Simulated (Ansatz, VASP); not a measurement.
WC in VASP and in Ansatz

```xyz
2
Lattice="2.9585 0.0000 0.0000 -1.4793 2.5621 0.0000 0.0000 0.0000 2.8290" Properties=species:S:1:pos:R:3 pbc="T T T"
W     0.0000    0.0000    0.0000
C     1.4793    0.8540    1.4145
```

Change from the starting cell: equal xx and yy strain of +2 %, PAW files.

Alike in both runs: task electric field gradients; functional PBEsol; k mesh 13 × 13 × 12; occupations fermi-dirac, width 0.05 eV; no spin polarisation.

|  | VASP | Ansatz |
| --- | --- | --- |
| version | VASP 6.6.1 | Ansatz 0.2.0 |
| potentials or method | VASP PAW PBE potentials, release 64 (W_sv, C) | PAW with Ansatz's default frozen-core files, scalar-relativistic |
| plane-wave cutoff (eV) | 520 | 420 |
| valence electrons in the cell | 18 | 18 |

VASP gave:

| Property | Result |
| --- | --- |
| pressure (GPa) | -13.7 |
| traceless stress, the component that is largest in VASP (GPa) | 7.45 |
| size of Vzz on the site where it differs most (V/Å²) | 170.7 |

Problem. Estimate Ansatz's values.

Solution. Pressure (GPa): -14.7; traceless stress, the component that is largest in VASP (GPa): 7.21; size of Vzz on the site where it differs most (V/Å²): 169.4.

VASP's potentials were made for PBE, not for PBEsol. With one functional, cell and mesh, what is left measures potentials, basis and numerics.

Neither program's run includes spin-orbit coupling.
